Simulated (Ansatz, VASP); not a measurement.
InH2F3 in VASP and in Ansatz

```
In H F
1.0
    -1.53556    1.53556    7.79808
     1.53556   -1.53556    7.79808
     1.53556    1.53556   -7.79808
In H F
1 2 3
Direct
  0.00000 0.00000 0.00000
  0.25112 0.25112 0.00000
  0.74888 0.74888 0.00000
  0.25000 0.75000 0.50000
  0.60190 0.10190 0.50000
  0.89810 0.39810 0.50000
```

Change from the starting cell: species swapped into the In2GaAs3 type (I-4m2, No. 119).

Alike in both runs: functional PBE; k mesh 5 × 5 × 5; occupations gaussian, width 0.15 eV; no spin polarisation.

Ansatz relaxed the structure, and its values are those at the end. VASP's run is a single point on that final structure, the one shown.

```csv
,VASP,Ansatz
version,VASP 6.6.1,Ansatz 0.2.0
potentials or method,"VASP PAW PBE potentials, release 64 (In_d, H, F), cutoff 600 eV","scalar-relativistic, plane waves, PAW"
valence electrons in the cell,36,36
```

VASP gave:

* gap on the k mesh at the Fermi level (eV): none
* pressure (GPa): -0.2
* rms of the force components (eV/Å): 0.010

Estimate Ansatz's values.

gap on the k mesh at the Fermi level (eV): none; pressure (GPa): -0.1; rms of the force components (eV/Å): 0.008.

A gap of «none» marks a metal or a gap that the smearing closes.

The k mesh is coarse, so the values compare programs but aren't converged.
